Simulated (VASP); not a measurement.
# In2Rh in VASP: single point with PBE

Aim: the single point of In2Rh with PBE.

Everything below comes from runs of VASP 6.6.1. Logs are shortened: lines on timing, memory, paths and dates and some standing lists are left out, and cuts for length are marked.

## 1. The cell of the first run

The cell holds a slab with vacuum, 3 atoms: a = 2.731 Å, b = 2.731 Å, c = 13.332 Å, α = 90.00°, β = 90.00°, γ = 120.00°.

## 2. Single point, PBE

The input, INCAR:

```
SYSTEM = In2Rh
  PREC = Accurate
  ENCUT = 520
  EDIFF = 1E-6
  ISMEAR = 0
  SIGMA = 0.1
  LREAL = .FALSE.
  LASPH = .TRUE.
  NELM = 100
  ALGO = Normal
  ISIF = 2
  LWAVE = .FALSE.
  LCHARG = .FALSE.
  GGA = PE
  NBANDS = 28
```

The input, KPOINTS:

```
regular mesh
0
G
  6 6 2
  0 0 0
```

The input, POSCAR:

```
In2Rh
1.0
    2.7309164900      0.0000000000      0.0000000000
   -1.3654582500      2.3650430600      0.0000000000
    0.0000000000      0.0000000000     13.3320005800
In Rh
2 1
Direct
    0.3333333300      0.6666666700      0.8968331200
    0.3333333300      0.6666666700      0.1031668800
    0.0000000000      0.0000000000      0.0000000000
```

Potentials or basis: VASP PAW PBE potentials, release 64 (In_d, Rh_pv).

Command:

```bash
$ cat potpaw_PBE.64/In_d/POTCAR potpaw_PBE.64/Rh_pv/POTCAR > POTCAR
$ mpirun -np 1 vasp_std > vasp.out
```

OUTCAR:

```text
SYSTEM = In2Rh
   PREC = Accurate
   ENCUT = 520
   EDIFF = 1E-6
   ISMEAR = 0
   LREAL = .FALSE.
   LASPH = .TRUE.
   NELM = 100
   ISIF = 2
   GGA = PE

 ion  position               nearest neighbor table
   1  0.333  0.667  0.897-   3 2.09   3 2.09   3 2.09   2 2.75   3 3.44   3 3.44   3 3.44   2 3.88
                             2 3.88   2 3.88   2 3.88   2 3.88   2 3.88
   2  0.333  0.667  0.103-   3 2.09   3 2.09   3 2.09   1 2.75   3 3.44   3 3.44   3 3.44   1 3.88
                             1 3.88   1 3.88   1 3.88   1 3.88   1 3.88
   3  0.000  0.000  0.000-   1 2.09   2 2.09   1 2.09   2 2.09   1 2.09   2 2.09   1 3.44   2 3.44
                             1 3.44   2 3.44   1 3.44   2 3.44

  LATTYP: Found a hexagonal cell.
 ALAT       =     2.7309164900
 C/A-ratio  =     4.8818777977

  Lattice vectors:

 A1 = (   2.7309164900,   0.0000000000,   0.0000000000)
 A2 = (  -1.3654582500,   2.3650430600,   0.0000000000)
 A3 = (   0.0000000000,   0.0000000000,  13.3320005800)

Analysis of symmetry for initial positions (statically):
=====================================================================
 Subroutine PRICEL returns:
 Original cell was already a primitive cell.

 Routine SETGRP: Setting up the symmetry group for a
 hexagonal supercell.

 Subroutine GETGRP returns: Found 12 space group operations
 (whereof 12 operations were pure point group operations)
 out of a pool of 24 trial point group operations.

The static configuration has the point symmetry D_3h.

Analysis of symmetry for dynamics (positions and initial velocities):
=====================================================================
 Subroutine PRICEL returns:
 Original cell was already a primitive cell.

 Routine SETGRP: Setting up the symmetry group for a
 hexagonal supercell.

 Subroutine GETGRP returns: Found 12 space group operations
 (whereof 12 operations were pure point group operations)
 out of a pool of 24 trial point group operations.

The dynamic configuration has the point symmetry D_3h.

 Subroutine INISYM returns: Found 12 space group operations
 (whereof 12 operations are pure point group operations),
 and found     1 'primitive' translations

----------------------------------------------------------------------------------------

                                     Primitive cell

  volume of cell :      86.1079

  direct lattice vectors                    reciprocal lattice vectors
     2.730916490  0.000000000  0.000000000     0.366177437  0.211412642  0.000000000
    -1.365458250  2.365043060  0.000000000     0.000000000  0.422825283  0.000000000
     0.000000000  0.000000000 13.332000580     0.000000000  0.000000000  0.075007497

  length of vectors
     2.730916490  2.730916496 13.332000580     0.422825283  0.422825283  0.075007497

  position of ions in fractional coordinates (direct lattice)
     0.333333330  0.666666670  0.896833120
     0.333333330  0.666666670  0.103166880
     0.000000000  0.000000000  0.000000000

  ion indices of the primitive-cell ions
   primitive index   ion index
                 1           1
                 2           2
                 3           3

----------------------------------------------------------------------------------------

 KPOINTS: regular mesh

Automatic generation of k-mesh.
 Grid dimensions read from file:
 generate k-points for:    6    6    2

 Generating k-lattice:

  Cartesian coordinates                     Fractional coordinates (reciprocal lattice)
     0.061029573  0.035235440  0.000000000     0.166666667  0.000000000  0.000000000
     0.000000000  0.070470880  0.000000000     0.000000000  0.166666667  0.000000000
     0.000000000  0.000000000  0.037503749     0.000000000  0.000000000  0.500000000

  Length of vectors
     0.070470881  0.070470880  0.037503749

  Shift w.r.t. Gamma in fractional coordinates (k-lattice)
     0.000000000  0.000000000  0.000000000

 Subroutine IBZKPT returns following result:
 ===========================================

 Found     14 irreducible k-points:

 Following reciprocal coordinates:
            Coordinates               Weight
  0.000000  0.000000  0.000000      1.000000
  0.166667  0.000000  0.000000      6.000000
  0.333333  0.000000  0.000000      6.000000
  0.500000  0.000000  0.000000      3.000000
  0.166667  0.166667  0.000000      6.000000
  0.333333  0.166667  0.000000     12.000000
  0.333333  0.333333  0.000000      2.000000
  0.000000  0.000000  0.500000      1.000000
  0.166667  0.000000  0.500000      6.000000
  0.333333  0.000000  0.500000      6.000000
  0.500000  0.000000  0.500000      3.000000
  0.166667  0.166667  0.500000      6.000000
  0.333333  0.166667  0.500000     12.000000
  0.333333  0.333333  0.500000      2.000000
   k-points           NKPTS =     14   k-points in BZ     NKDIM =     14   number of bands    NBANDS=     28
   number of dos      NEDOS =    301   number of ions     NIONS =      3
   total plane-waves  NPLWV =  40000
   dimension x,y,z NGX =    20 NGY =   20 NGZ =  100
   dimension x,y,z NGXF=    40 NGYF=   40 NGZF=  200
   ions per type =               2   1
   NGX,Y,Z   is equivalent  to a cutoff of  12.18, 12.18, 12.47 a.u.
   NGXF,Y,Z  is equivalent  to a cutoff of  24.35, 24.35, 24.94 a.u.
 SYSTEM =  In2Rh
   PREC   = accura    normal or accurate (medium, high low for compatibility)
   ISTART =      0    job   : 0-new  1-cont  2-samecut
   ICHARG =      2    charge: 1-file 2-atom 10-const
   ISPIN  =      1    spin polarized calculation?
   LNONCOLLINEAR =      F non collinear calculations
   LSORBIT =      F    spin-orbit coupling
   LASPH  =      T    aspherical Exc in radial PAW
   ENCUT  =  520.0 eV  38.22 Ry    6.18 a.u.   5.08  5.08 24.79*2*pi/ulx,y,z
   NELM   =    100;   NELMIN=  2; NELMDL= -5     # of ELM steps
   EDIFF  = 0.1E-05   stopping-criterion for ELM
   LREAL  =      F    real-space projection
   EDIFFG = 0.1E-04   stopping-criterion for IOM
   NSW    =      0    number of steps for IOM
   IBRION =     -1    ionic relax: 0-MD 1-quasi-New 2-CG
   NFREE  =      0    steps in history (QN), initial steepest desc. (CG)
   ISIF   =      2    stress and relaxation
   ISYM   =      2    0-nonsym 1-usesym 2-fastsym
   POTIM  = 0.5000    time-step for ionic-motion
   TEBEG  =    0.0;   TEEND  =   0.0 temperature during run
   PSTRESS=    0.0 pullay stress
   NELECT =      41.0000    total number of electrons
   NUPDOWN=      -1.0000    fix difference up-down
   EMIN   =  10.00;   EMAX   =-10.00  energy-range for DOS
   EFERMI =   0.00;   METHOD = LEGACY
   ISMEAR =     0;   SIGMA  =   0.10  broadening in eV -4-tet -1-fermi 0-gaus
   EFERMI_NEDOS =   21; number of points for ismear=-14 and -15
   IALGO  =     38    algorithm
   IMIX   =      4    mixing-type and parameters
     AMIX     =   0.40;   BMIX     =  1.00
     AMIX_MAG =   1.60;   BMIX_MAG =  1.00
  volume/ion in A,a.u.               =      28.70       193.69
  Fermi-wavevector in a.u.,A,eV,Ry     =   1.278366  2.415761 22.234905  1.634219
  Thomas-Fermi vector in A             =   2.410913
   LORBIT       =      0    0 simple, 1 ext, 2 COOP (PROOUT), +10 PAW based schemes
   GGA     = PE    functional components
   LHFCALC =     F    Hartree Fock is set to
   AEXX    =    0.0000 exact exchange contribution
   IVDW    =     0    specifies the selected vdW correction
   LEPSILON=     F    determine dielectric tensor
   LRPA    =     F    only Hartree local field effects (RPA)
 non-spin polarized calculation
 Gauss-broadening in eV      SIGMA  =   0.10
  energy-cutoff  :      520.00
  volume of cell :       86.11
 maximum number of plane-waves:      2346
   NGX = 11   NGY = 11   NGZ = 49

 number of electron      40.9999980 magnetization

 Free energy of the ion-electron system (eV)
  ---------------------------------------------------
  ext. energy  EPLUGINS =         0.00000000
  ---------------------------------------------------
  free energy    TOTEN  =         6.61155878 eV

  energy without entropy =        6.62106760  energy(sigma->0) =        6.61631319

 E-fermi :   5.6622     XC(G=0):  -7.2889

 val. band max:        5.6264927166   @ k =   0.3333   0.0000   0.5000
 cond. band min:       5.9000827643   @ k =   0.3333   0.3333   0.0000
 fundamental gap:      0.2735900477
 Fermi energy:         5.6622153693

 k-point     1 :       0.0000    0.0000    0.0000
  band No.  band energies     occupation
      1     -43.1554      2.00000
      2     -42.5073      2.00000
      3     -42.5073      2.00000
      4     -12.8303      2.00000
      5     -11.9476      2.00000
      6     -11.9476      2.00000
[... 20 lines left out ...]
     27      15.5207      0.00000
     28      18.0073      0.00000

 k-point     2 :       0.1667    0.0000    0.0000
  band No.  band energies     occupation
      1     -43.1432      2.00000
      2     -42.6612      2.00000
      3     -42.5453      2.00000
      4     -12.5893      2.00000
      5     -11.9634      2.00000
      6     -11.6967      2.00000
[... 20 lines left out ...]
     27      15.8902      0.00000
     28      16.6419      0.00000

 k-point     3 :       0.3333    0.0000    0.0000
  band No.  band energies     occupation
      1     -43.1196      2.00000
      2     -42.9608      2.00000
      3     -42.6206      2.00000
      4     -12.6094      2.00000
      5     -12.0470      2.00000
      6     -11.6006      2.00000
[... 20 lines left out ...]
     27      14.4486      0.00000
     28      14.6304      0.00000

 k-point     4 :       0.5000    0.0000    0.0000
  band No.  band energies     occupation
      1     -43.1082      2.00000
      2     -43.1066      2.00000
      3     -42.6580      2.00000
      4     -12.7705      2.00000
      5     -12.1255      2.00000
      6     -11.7409      2.00000
[... 20 lines left out ...]
     27      15.0546      0.00000
     28      15.1085      0.00000

 k-point     5 :       0.1667    0.1667    0.0000
  band No.  band energies     occupation
      1     -43.1254      2.00000
      2     -42.8587      2.00000
      3     -42.6311      2.00000
      4     -12.2577      2.00000
      5     -11.8068      2.00000
      6     -11.7957      2.00000
[... 20 lines left out ...]
     27      14.0197      0.00000
     28      14.0659      0.00000

 k-point     6 :       0.3333    0.1667    0.0000
  band No.  band energies     occupation
      1     -43.1082      2.00000
      2     -43.0325      2.00000
      3     -42.7359      2.00000
      4     -12.3014      2.00000
      5     -11.8786      2.00000
      6     -11.5990      2.00000
[... 20 lines left out ...]
     27      13.6310      0.00000
     28      14.6605      0.00000

 k-point     7 :       0.3333    0.3333    0.0000
  band No.  band energies     occupation
      1     -43.1026      2.00000
      2     -42.9401      2.00000
      3     -42.9234      2.00000
      4     -11.9661      2.00000
      5     -11.5100      2.00000
      6     -11.4890      2.00000
[... 20 lines left out ...]
     27      14.2645      0.00000
     28      15.4847      0.00000

 k-point     8 :       0.0000    0.0000    0.5000
  band No.  band energies     occupation
      1     -43.1554      2.00000
      2     -42.5073      2.00000
      3     -42.5073      2.00000
      4     -12.8303      2.00000
      5     -11.9476      2.00000
      6     -11.9476      2.00000
[... 20 lines left out ...]
     27      15.5230      0.00000
     28      17.5338      0.00000

 k-point     9 :       0.1667    0.0000    0.5000
  band No.  band energies     occupation
      1     -43.1432      2.00000
      2     -42.6612      2.00000
      3     -42.5453      2.00000
      4     -12.5893      2.00000
      5     -11.9634      2.00000
      6     -11.6967      2.00000
[... 20 lines left out ...]
     27      15.8469      0.00000
     28      16.2084      0.00000

 k-point    10 :       0.3333    0.0000    0.5000
  band No.  band energies     occupation
      1     -43.1196      2.00000
      2     -42.9608      2.00000
      3     -42.6207      2.00000
      4     -12.6094      2.00000
      5     -12.0470      2.00000
      6     -11.6006      2.00000
[... 20 lines left out ...]
     27      14.6304      0.00000
     28      16.0562      0.00000

 k-point    11 :       0.5000    0.0000    0.5000
  band No.  band energies     occupation
      1     -43.1082      2.00000
      2     -43.1066      2.00000
      3     -42.6580      2.00000
      4     -12.7705      2.00000
      5     -12.1255      2.00000
      6     -11.7409      2.00000
[... 20 lines left out ...]
     27      14.7807      0.00000
     28      15.5504      0.00000

 k-point    12 :       0.1667    0.1667    0.5000
  band No.  band energies     occupation
      1     -43.1254      2.00000
      2     -42.8587      2.00000
      3     -42.6311      2.00000
      4     -12.2577      2.00000
      5     -11.8068      2.00000
      6     -11.7957      2.00000
[... 20 lines left out ...]
     27      14.0181      0.00000
     28      14.5692      0.00000

 k-point    13 :       0.3333    0.1667    0.5000
  band No.  band energies     occupation
      1     -43.1082      2.00000
      2     -43.0325      2.00000
      3     -42.7359      2.00000
      4     -12.3014      2.00000
      5     -11.8786      2.00000
      6     -11.5990      2.00000
[... 20 lines left out ...]
     27      13.6269      0.00000
     28      15.0171      0.00000

 k-point    14 :       0.3333    0.3333    0.5000
  band No.  band energies     occupation
      1     -43.1026      2.00000
      2     -42.9401      2.00000
      3     -42.9235      2.00000
      4     -11.9661      2.00000
      5     -11.5101      2.00000
      6     -11.4890      2.00000
[... 20 lines left out ...]
     27      14.2762      0.00000
     28      15.4331      0.00000

------------------------ aborting loop because EDIFF is reached ----------------------------------------

  FORCE on cell =-STRESS in cart. coord.  units (eV):
  Direction    XX          YY          ZZ          XY          YZ          ZX
  --------------------------------------------------------------------------------------
  -------------------------------------------------------------------------------------
  Total       64.2701631     64.2701633     76.8312151     -0.0000001      0.0000000     -0.0000000
  in kB     1195.8513224   1195.8513265   1429.5702044     -0.0000025      0.0000000     -0.0000000
  external PRESSURE =    1273.7576177 kB  Pullay stress =       0.0000000 kB

 VOLUME and BASIS-vectors are now :
 -----------------------------------------------------------------------------
  energy-cutoff  :      520.00
  volume of cell :       86.11
      direct lattice vectors                 reciprocal lattice vectors
     2.730916490  0.000000000  0.000000000     0.366177437  0.211412642  0.000000000
    -1.365458250  2.365043060  0.000000000     0.000000000  0.422825283  0.000000000
     0.000000000  0.000000000 13.332000580     0.000000000  0.000000000  0.075007497

 POSITION                                       TOTAL-FORCE (eV/Angst)
 -----------------------------------------------------------------------------------
     -0.00000      1.57670     11.95658        -0.000000      0.000000    -27.944116
     -0.00000      1.57670      1.37542        -0.000000      0.000000     27.944116
      0.00000      0.00000      0.00000         0.000000      0.000000      0.000000
 -----------------------------------------------------------------------------------
    total drift:                                0.000005     -0.000003      0.000000

  FREE ENERGIE OF THE ION-ELECTRON SYSTEM (eV)
  ---------------------------------------------------
  free  energy   TOTEN  =         6.6115587816 eV

  energy  without entropy=        6.6210676032  energy(sigma->0) =        6.61631319
```

Wall time 53 s (1 thread of Intel Xeon 6975P-C, shared host); peak memory 0.2 GiB.

Results:

```yaml
Free_energy: 6.6116 eV
Largest_force: 27.944 eV/Å
```

Forces on the atoms (eV/Å):
```
In    0.000   0.000 -27.944
In    0.000   0.000  27.944
Rh    0.000   0.000   0.000
```

Levels at points of the mesh, in eV from the Fermi level:
| k point | band 17 | band 18 | band 19 | band 20 | band 21 | band 22 | band 23 | band 24 | band 25 | band 26 |
| --- | --- | --- | --- | --- | --- | --- | --- | --- | --- | --- |
| (0.00, 0.00, 0.00) | -5.26 | -5.26 | -3.22 | -3.22 | -2.45 | -0.24 | 3.13 | 4.62 | 6.25 | 9.59 |
| (0.50, 0.00, 0.00) | -4.44 | -4.44 | -3.31 | -2.23 | 0.31 | 0.88 | 1.58 | 6.92 | 6.98 | 7.38 |
| (0.00, 0.00, 0.50) | -5.26 | -5.26 | -3.22 | -3.22 | -2.45 | -0.26 | 3.48 | 3.96 | 6.93 | 9.00 |
| (0.50, 0.00, 0.50) | -4.44 | -4.44 | -3.31 | -2.23 | 0.31 | 0.88 | 1.58 | 6.94 | 6.98 | 7.34 |

Caveat: the k points lie up to 0.44 Å⁻¹ apart; spin-orbit coupling is left out, which moves the levels of the heavy elements.
